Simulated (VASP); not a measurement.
A run of VASP 6.6.1:

File INCAR:

```
SYSTEM = Na4Hg
PREC = Accurate
ENCUT = 520
EDIFF = 1E-6
ISMEAR = 0
SIGMA = 0.1
LREAL = .False.
LASPH = .True.
NELM = 100
ALGO = Normal
ISIF = 2
LWAVE = .False.
LCHARG = .True.
GGA = PE
LELF = .True.
LVHAR = .True.
NBANDS = 28
```

The input KPOINTS:

```
Automatic mesh
0
Gamma
  8 8 8
  0 0 0
```

The input POSCAR:

```
Na4Hg
1.0
    5.8742039411      0.0000000000      0.0000000000
    0.0000000000      5.8742039411      0.0000000000
    0.0000000000      0.0000000000      5.8742039411
Na Hg
4 1
Direct
    0.0000000000      0.0000000000      0.0000000000
    0.0000000000      0.5000000000      0.5000000000
    0.5000000000      0.0000000000      0.5000000000
    0.5000000000      0.5000000000      0.0000000000
    0.5000000000      0.5000000000      0.5000000000
```

Potentials or basis: VASP PAW PBE potentials, release 64 (Na_pv, Hg).

The run is started by

```console
$ cat potpaw_PBE.64/Na_pv/POTCAR potpaw_PBE.64/Hg/POTCAR > POTCAR
$ mpirun -np 1 vasp_std > vasp.out
```

Hardware: 1 thread of AMD EPYC 7R43 64-Core Processor (Zen 3), with other jobs on the host.

Problem. How long does it take, and how much memory?

Solution. Run time: 3.3 min on 1 thread of AMD EPYC 7R43 64-Core Processor (Zen 3), on a shared host, peak memory 0.38 GiB. Counts: scf iterations 11, k points 35.
